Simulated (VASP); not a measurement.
Runs of VASP 6.6.1 on GaSb. The structure is that of space group F-43m (No. 216), or close to it. The cells are those of the table. 

```tsv
cell	k mesh	smearing	gap on the mesh (eV)	pressure (GPa)
a = 4.321 Å, angles 60.0°, 2 atoms	6 × 6 × 6	gaussian 0.05 eV	-	0.2
a = 4.321 Å, angles 60.0°, 2 atoms	8 × 8 × 8	fermi-dirac 0.15 eV	-	0.2
a = 4.300 Å, angles 60.0°, 2 atoms	6 × 6 × 6	gaussian 0.05 eV	0.12	0.9
a = 4.283 Å, angles 60.0°, 2 atoms	6 × 6 × 6	gaussian 0.05 eV	(a)	1.5
```

Alike in all rows: task single point; level PBEsol; potentials or basis VASP PAW PBE potentials, release 64 (Ga_d, Sb); no spin polarisation; cutoff (eV) 500.

Question: Fill in the values left out.

Answer: (a) 0.21.

Caveats: the PAW data sets were made with another functional, which shifts forces and pressure a little; spin-orbit coupling is left out, which moves the levels of the heavy elements.

A k mesh can miss the band edges, and the runs leave out spin-orbit coupling on Ga, Sb.
